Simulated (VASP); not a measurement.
# O (Fd-3m) in VASP: a series of runs

Runs on O. Level: PBE. Tasks: single point.

Program: VASP 6.6.1. These are calculated values, not measurements. Logs are shortened: lines on timing, memory, paths and dates and some standing lists are left out, and cuts for length are marked.

## 1. The cell of the first run

Symmetry: Fd-3m, No. 227, cubic system. The conventional cell has a = 4.181 Å, b = 4.181 Å, c = 4.181 Å, α = 90.00°, β = 90.00°, γ = 90.00°. O (site symmetry -43m) has 4 O at 1.81 Å within 2.4 Å.

## 2. Single point, PBE

INCAR reads:

```
SYSTEM = O
PREC = Accurate ; ENCUT = 520
EDIFF = 1E-6 ; ISMEAR = -1
SIGMA = 0.05 ; LREAL = .False.
LASPH = .True. ; NELM = 80
ALGO = Normal ; ISIF = 2
LWAVE = .False. ; LCHARG = .False.
GGA = PE ; NBANDS = 13
```

KPOINTS reads:

```
regular mesh
0
Gamma
  14 14 14
  0 0 0
```

POSCAR reads:

```
O
1.0
    0.0000000000      2.0906376885      2.0906376885
    2.0906376885      0.0000000000      2.0906376885
    2.0906376885      2.0906376885      0.0000000000
O
2
Direct
   -0.1250000000     -0.1250000000     -0.1250000000
    0.1250000000      0.1250000000      0.1250000000
```

Potentials or basis: VASP PAW PBE potentials, release 64 (O).

On the command line:

```sh
> cat potpaw_PBE.64/O/POTCAR > POTCAR
> mpirun -np 1 vasp_std > vasp.out
```

OUTCAR:

```text
SYSTEM = O
   PREC = Accurate
   ENCUT = 520
   EDIFF = 1E-6
   ISMEAR = -1
   LREAL = .False.
   LASPH = .True.
   NELM = 80
   ISIF = 2
   GGA = PE

 ion  position               nearest neighbor table
   1  0.875  0.875  0.875-   2 1.81   2 1.81   2 1.81   2 1.81
   2  0.125  0.125  0.125-   1 1.81   1 1.81   1 1.81   1 1.81

  LATTYP: Found a face centered cubic cell.
 ALAT       =     4.1812753770

  Lattice vectors:

 A1 = (   0.0000000000,   2.0906376885,   2.0906376885)
 A2 = (   2.0906376885,   0.0000000000,   2.0906376885)
 A3 = (   2.0906376885,   2.0906376885,   0.0000000000)

Analysis of symmetry for initial positions (statically):
=====================================================================
 Subroutine PRICEL returns:
 Original cell was already a primitive cell.

 Routine SETGRP: Setting up the symmetry group for a
 face centered cubic supercell.

 Subroutine GETGRP returns: Found 48 space group operations
 (whereof 12 operations were pure point group operations)
 out of a pool of 48 trial point group operations.

The static configuration has the point symmetry D_3d.
 The point group associated with its full space group is O_h .

Analysis of symmetry for dynamics (positions and initial velocities):
=====================================================================
 Subroutine PRICEL returns:
 Original cell was already a primitive cell.

 Routine SETGRP: Setting up the symmetry group for a
 face centered cubic supercell.

 Subroutine GETGRP returns: Found 48 space group operations
 (whereof 12 operations were pure point group operations)
 out of a pool of 48 trial point group operations.

The dynamic configuration has the point symmetry D_3d.
 The point group associated with its full space group is O_h .

 Subroutine INISYM returns: Found 48 space group operations
 (whereof 12 operations are pure point group operations),
 and found     1 'primitive' translations

----------------------------------------------------------------------------------------

                                     Primitive cell

  volume of cell :      18.2754

  direct lattice vectors                    reciprocal lattice vectors
     0.000000000  2.090637689  2.090637689    -0.239161478  0.239161478  0.239161478
     2.090637689  0.000000000  2.090637689     0.239161478 -0.239161478  0.239161478
     2.090637689  2.090637689  0.000000000     0.239161478  0.239161478 -0.239161478

  length of vectors
     2.956608173  2.956608173  2.956608173     0.414239831  0.414239831  0.414239831

  position of ions in fractional coordinates (direct lattice)
     0.875000000  0.875000000  0.875000000
[... 90 lines left out ...]
   NUPDOWN=      -1.0000    fix difference up-down
   EMIN   =  10.00;   EMAX   =-10.00  energy-range for DOS
   EFERMI =   0.00;   METHOD = LEGACY
   ISMEAR =    -1;   SIGMA  =   0.05  broadening in eV -4-tet -1-fermi 0-gaus
   EFERMI_NEDOS =   21; number of points for ismear=-14 and -15
   IALGO  =     38    algorithm
   IMIX   =      4    mixing-type and parameters
     AMIX     =   0.40;   BMIX     =  1.00
     AMIX_MAG =   1.60;   BMIX_MAG =  1.00
  volume/ion in A,a.u.               =       9.14        61.66
  Fermi-wavevector in a.u.,A,eV,Ry     =   1.422918  2.688925 27.547648  2.024695
  Thomas-Fermi vector in A             =   2.543571
   LORBIT       =      0    0 simple, 1 ext, 2 COOP (PROOUT), +10 PAW based schemes
   GGA     = PE    functional components
   LHFCALC =     F    Hartree Fock is set to
   AEXX    =    0.0000 exact exchange contribution
   IVDW    =     0    specifies the selected vdW correction
   LEPSILON=     F    determine dielectric tensor
   LRPA    =     F    only Hartree local field effects (RPA)
 non-spin polarized calculation
  energy-cutoff  :      520.00
  volume of cell :       18.28
 maximum number of plane-waves:       531
 NGX is ok and might be reduce to    24
   NGX = 11   NGY = 11   NGZ = 11

 number of electron      12.0000004 magnetization

 Free energy of the ion-electron system (eV)
  ---------------------------------------------------
  ext. energy  EPLUGINS =         0.00000000
  ---------------------------------------------------
  free energy    TOTEN  =        -5.97218801 eV

  energy without entropy =       -5.96026121  energy(sigma->0) =       -5.96622461

 E-fermi :   2.2771     XC(G=0): -10.7563

 val. band max:        2.2717789697   @ k =  -0.2857   0.2143   0.0000
 cond. band min:       2.2844647207   @ k =  -0.3571   0.2143   0.0000
 fundamental gap:      0.0126857510
 Fermi energy:         2.2770780125

 k-point     1 :       0.0000    0.0000    0.0000
  band No.  band energies     occupation
      1     -20.8213      2.00000
      2     -10.7486      2.00000
      3      -2.2488      2.00000
      4      -2.2488      2.00000
      5      -2.2488      2.00000
      6       1.3970      2.00000
      7       1.3970      2.00000
      8       1.3970      2.00000
      9      12.5504      0.00000
     10      26.9062      0.00000
     11      26.9062      0.00000
     12      26.9062      0.00000
     13      27.2440      0.00000
[... 354 lines left out ...]
  band No.  band energies     occupation
      1     -19.8086      2.00000
      2     -12.7173      2.00000
      3      -3.6755      2.00000
      4      -3.4217      2.00000
      5      -1.5134      2.00000
      6       1.1712      2.00000
      7       2.7537      0.00014
      8       2.9076      0.00001
      9      14.5207      0.00000
     10      19.7073      0.00000
     11      25.5507      0.00000
     12      25.6345      0.00000
     13      30.9312      0.00000

 [... further k-points ...]

------------------------ aborting loop because EDIFF is reached ----------------------------------------

  FORCE on cell =-STRESS in cart. coord.  units (eV):
  Direction    XX          YY          ZZ          XY          YZ          ZX
  --------------------------------------------------------------------------------------
  -------------------------------------------------------------------------------------
  Total        2.9539464      2.9539464      2.9539464      0.0000000      0.0000000     -0.0000000
  in kB      258.9684627    258.9684627    258.9684627      0.0000000      0.0000000     -0.0000000
  external PRESSURE =     258.9684627 kB  Pullay stress =       0.0000000 kB

 VOLUME and BASIS-vectors are now :
 -----------------------------------------------------------------------------
  energy-cutoff  :      520.00
  volume of cell :       18.28
      direct lattice vectors                 reciprocal lattice vectors
     0.000000000  2.090637689  2.090637689    -0.239161478  0.239161478  0.239161478
     2.090637689  0.000000000  2.090637689     0.239161478 -0.239161478  0.239161478
     2.090637689  2.090637689  0.000000000     0.239161478  0.239161478 -0.239161478

 POSITION                                       TOTAL-FORCE (eV/Angst)
 -----------------------------------------------------------------------------------
      3.65862      3.65862      3.65862         0.000000      0.000000      0.000000
      0.52266      0.52266      0.52266        -0.000000     -0.000000     -0.000000
 -----------------------------------------------------------------------------------
    total drift:                                0.000000      0.000000      0.000000

  FREE ENERGIE OF THE ION-ELECTRON SYSTEM (eV)
  ---------------------------------------------------
  free  energy   TOTEN  =        -5.9721880116 eV

  energy  without entropy=       -5.9602612150  energy(sigma->0) =       -5.96622461
```

OSZICAR:

```text
N       E                     dE             d eps       ncg     rms          rms(c)
DAV:   1     0.423096162871E+02    0.42310E+02   -0.71707E+03  2752   0.897E+02
DAV:   2    -0.459544715778E+01   -0.46905E+02   -0.44233E+02  3375   0.190E+02
DAV:   3    -0.597599398965E+01   -0.13805E+01   -0.13671E+01  3234   0.296E+01
DAV:   4    -0.597992930380E+01   -0.39353E-02   -0.39349E-02  3459   0.186E+00
DAV:   5    -0.597994151213E+01   -0.12208E-04   -0.12208E-04  3259   0.941E-02    0.887E-01
DAV:   6    -0.597250475558E+01    0.74368E-02   -0.94737E-03  3474   0.869E-01    0.456E-01
DAV:   7    -0.597202082991E+01    0.48393E-03   -0.47026E-03  3384   0.601E-01    0.133E-01
DAV:   8    -0.597217830590E+01   -0.15748E-03   -0.18901E-04  3194   0.146E-01    0.136E-02
DAV:   9    -0.597218604477E+01   -0.77389E-05   -0.55734E-06  3614   0.203E-02    0.568E-03
DAV:  10    -0.597218789636E+01   -0.18516E-05   -0.28058E-06  3159   0.137E-02    0.827E-04
DAV:  11    -0.597218801163E+01   -0.11527E-06   -0.82203E-08  2567   0.299E-03
   1 F= -.59721880E+01 E0= -.59662246E+01  d E =-.119268E-01
```

Wall time 11 s (1 thread of Intel Xeon 6975P-C (Granite Rapids), shared host); peak memory 0.14 GiB.

Results:

| Quantity | Value |
| --- | --- |
| Free energy | -5.9722 eV |
| Pressure | 25.9 GPa |
| Band gap on the k mesh | zero (band 6 reaches 2.72 eV, above the bottom of band 7 at 1.40 eV) |

## 3. Single point, PBE

INCAR reads:

```
PREC = Accurate ; ENCUT = 520
EDIFF = 1E-6 ; ISMEAR = -1
SIGMA = 0.05 ; LREAL = False
LASPH = True ; NELM = 80
ALGO = Normal ; ISIF = 2
LWAVE = False ; LCHARG = False
GGA = PE ; NBANDS = 13
```

KPOINTS reads:

```
regular mesh
0
Gamma
  14 14 14
```

POSCAR is that of step 2.

Potentials or basis: VASP PAW PBE potentials, release 64 (O).

On the command line:

```sh
> cat potpaw_PBE.64/O/POTCAR > POTCAR
> mpirun -np 1 vasp_std > vasp.out
```

OUTCAR:

```text
PREC = Accurate
   ENCUT = 520
   EDIFF = 1E-6
   ISMEAR = -1
   LREAL = False
   LASPH = True
   NELM = 80
   ISIF = 2
   GGA = PE

 ion  position               nearest neighbor table
   1  0.875  0.875  0.875-   2 1.81   2 1.81   2 1.81   2 1.81
   2  0.125  0.125  0.125-   1 1.81   1 1.81   1 1.81   1 1.81

  LATTYP: Found a face centered cubic cell.
 ALAT       =     4.1812753770

  Lattice vectors:

 A1 = (   0.0000000000,   2.0906376885,   2.0906376885)
 A2 = (   2.0906376885,   0.0000000000,   2.0906376885)
 A3 = (   2.0906376885,   2.0906376885,   0.0000000000)

Analysis of symmetry for initial positions (statically):
=====================================================================
 Subroutine PRICEL returns:
 Original cell was already a primitive cell.

 Routine SETGRP: Setting up the symmetry group for a
 face centered cubic supercell.

 Subroutine GETGRP returns: Found 48 space group operations
 (whereof 12 operations were pure point group operations)
 out of a pool of 48 trial point group operations.

The static configuration has the point symmetry D_3d.
[... 176 lines left out ...]
      5      -2.2488      2.00000
      6       1.3970      2.00000
      7       1.3970      2.00000
      8       1.3970      2.00000
      9      12.5504      0.00000
     10      26.9062      0.00000
     11      26.9062      0.00000
     12      26.9062      0.00000
     13      27.2440      0.00000
[... 354 lines left out ...]
  band No.  band energies     occupation
      1     -19.8086      2.00000
      2     -12.7173      2.00000
      3      -3.6755      2.00000
      4      -3.4217      2.00000
      5      -1.5134      2.00000
      6       1.1712      2.00000
      7       2.7537      0.00014
      8       2.9076      0.00001
      9      14.5207      0.00000
     10      19.7073      0.00000
     11      25.5507      0.00000
     12      25.6345      0.00000
     13      30.9312      0.00000

 [... further k-points ...]

------------------------ aborting loop because EDIFF is reached ----------------------------------------

  FORCE on cell =-STRESS in cart. coord.  units (eV):
  Direction    XX          YY          ZZ          XY          YZ          ZX
  --------------------------------------------------------------------------------------
  -------------------------------------------------------------------------------------
  Total        2.9539464      2.9539464      2.9539464      0.0000000      0.0000000     -0.0000000
  in kB      258.9684627    258.9684627    258.9684627      0.0000000      0.0000000     -0.0000000
  external PRESSURE =     258.9684627 kB  Pullay stress =       0.0000000 kB

 VOLUME and BASIS-vectors are now :
 -----------------------------------------------------------------------------
  energy-cutoff  :      520.00
  volume of cell :       18.28
      direct lattice vectors                 reciprocal lattice vectors
     0.000000000  2.090637689  2.090637689    -0.239161478  0.239161478  0.239161478
     2.090637689  0.000000000  2.090637689     0.239161478 -0.239161478  0.239161478
     2.090637689  2.090637689  0.000000000     0.239161478  0.239161478 -0.239161478

 POSITION                                       TOTAL-FORCE (eV/Angst)
 -----------------------------------------------------------------------------------
      3.65862      3.65862      3.65862         0.000000      0.000000      0.000000
      0.52266      0.52266      0.52266        -0.000000     -0.000000     -0.000000
 -----------------------------------------------------------------------------------
    total drift:                                0.000000      0.000000      0.000000

  FREE ENERGIE OF THE ION-ELECTRON SYSTEM (eV)
  ---------------------------------------------------
  free  energy   TOTEN  =        -5.9721880116 eV

  energy  without entropy=       -5.9602612150  energy(sigma->0) =       -5.96622461
```

Wall time 11 s (1 thread of Intel Xeon 6975P-C (Granite Rapids), shared host); peak memory 0.14 GiB.

Results:

```yaml
Free_energy: -5.9722 eV
Pressure: 25.9 GPa
Band_gap_on_the_k_mesh: zero (band 6 reaches 2.72 eV, above the bottom of band 7 at 1.40 eV)
```
